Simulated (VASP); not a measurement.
**Ru: relaxation of cell and atoms with PBEsol**

Crystal: Ru.

```
CELL_PARAMETERS angstrom
2.70580 0.00000 0.00000
-1.35290 2.34329 0.00000
0.00000 0.00000 4.28190
ATOMIC_POSITIONS crystal
Ru 0.33333 0.66667 0.25000
Ru 0.66667 0.33333 0.75000
```

| Item | Value |
| --- | --- |
| Program | VASP 6.6.1 |
| Task | relaxation of cell and atoms |
| Functional | PBEsol |
| Potentials or basis | VASP PAW PBE potentials, release 64 (Ru_pv) |
| Cutoff | 500 eV |
| k mesh | 7 × 7 × 4 |
| Occupations | fermi-dirac, width 0.1 eV |
| Spin | no spin polarisation |
| Dipole correction | no |
| Further INCAR settings | ALGO = Normal; EDIFF = 1e-07; IBRION = 2; EDIFFG = -0.01; NSW = 80; ISIF = 3 |

```json
{
 "Relaxed volume": "13.35 Å³/atom",
 "Relaxed cell": "a = 2.703 Å, b = 2.703 Å, c = 4.222 Å, α = 90.00°, β = 90.00°, γ = 120.00°",
 "Space group after relaxing (to 0.1 Å)": "P6_3/mmc (No. 194)",
 "Energy gained by relaxing": "6.0 meV/atom",
 "Ionic steps": "6",
 "Pressure after relaxing": "0.0 GPa",
 "Band gap on the k mesh": "zero (bands 14 and 15 overlap by 2.89 eV)"
}
```

Step by step:
| step | energy change (eV) | largest force (eV/Å) | pressure (GPa) | volume (Å³) |
| --- | --- | --- | --- | --- |
| 1 | 0.0000 | 0.0000 | -5.56 | 27.15 |
| 2 | 0.0773 | 0.0000 | 20.90 | 25.34 |
| 3 | -0.0110 | 0.0000 | 0.48 | 26.66 |
| 4 | -0.0110 | 0.0000 | 0.64 | 26.65 |
| 5 | -0.0115 | 0.0000 | -0.40 | 26.74 |
| 6 | -0.0121 | 0.0000 | 0.01 | 26.71 |

Final structure:
```
Ru
1.0
     2.70254    0.00000    0.00000
    -1.35127    2.34047    0.00000
     0.00000    0.00000    4.22214
Ru
2
Cartesian
  0.0000 1.5603 1.0555
  1.3513 0.7802 3.1666
```

Levels at points of the mesh, in eV from the Fermi level:
```
           k point  band 10  band 11  band 12  band 13  band 14  band 15  band 16  band 17  band 18
(0.00, 0.00, 0.00)    -2.70    -2.41    -1.96    -1.96    -1.57    -1.57     1.18     1.18     1.35
(0.00, 0.00, 0.50)    -2.91    -2.91    -2.91    -2.77    -2.77     0.55     0.55     0.55     0.55
```

Wall time 40 s on 1 thread of Intel(R) Xeon(R) Platinum 8488C (Sapphire Rapids), on a shared host, peak memory 0.14 GiB.

Caveat: the k points lie up to 0.38 Å⁻¹ apart in the final cell, too coarse for converged energies and pressures of a metal; the PAW data sets were made with another functional, which shifts forces and pressure a little.
